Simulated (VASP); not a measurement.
Input of a VASP 6.6.1 run:

File INCAR:

```
PREC     = Accurate       # precision mode
ENCUT    = 520            # plane-wave cutoff, eV
EDIFF    = 1E-6           # SCF threshold, eV
ISMEAR   = 0              # smearing method
SIGMA    = 0.15           # smearing width, eV
LREAL    = F              # projectors in reciprocal space
LASPH    = T              # aspherical terms in the spheres
NELM     = 60             # most SCF steps
ALGO     = Normal         # electronic algorithm
ISIF     = 2              # what is computed and relaxed
LWAVE    = F              # write WAVECAR
LCHARG   = T              # write CHGCAR
LELF     = T              # ELF
LVHAR    = T            
NBANDS   = 18             # bands
```

The input KPOINTS:

```
Automatic mesh
0
Gamma
  18 18 18
```

POSCAR

```
Si2W
1.0
   -1.5928550571      1.5928550571      3.8862445622
    1.5928550571     -1.5928550571      3.8862445622
    1.5928550571      1.5928550571     -3.8862445622
Si W
2 1
Direct
    0.3668292265      0.3668292265      0.0000000000
    0.6331707735      0.6331707735      0.0000000000
    0.0000000000      0.0000000000      0.0000000000
```

Potentials or basis: VASP PAW LDA potentials, release 64 (Si, W_sv).

Launch:

```bash
$ cat potpaw_LDA.64/Si/POTCAR potpaw_LDA.64/W_sv/POTCAR > POTCAR
$ mpirun -np 1 vasp_std > vasp.out
```

Q: Predict the largest force.

A: 8.335 eV/Å.

Q: Estimate the pressure.

A: 22.0 GPa.

Q: What does it give for the band gap on the k mesh?

A: Zero (bands 11 and 12 overlap by 0.28 eV).

Forces on the atoms (eV/Å):
```
Si   0.000  0.000 -8.335
Si   0.000  0.000  8.335
W    0.000  0.000  0.000
```

Caveat: the cell stands under pressure; spin-orbit coupling is left out, which moves the levels of the heavy elements; forces of over 1 eV/Å act on the atoms, so gaps and moduli don't describe the material at rest.
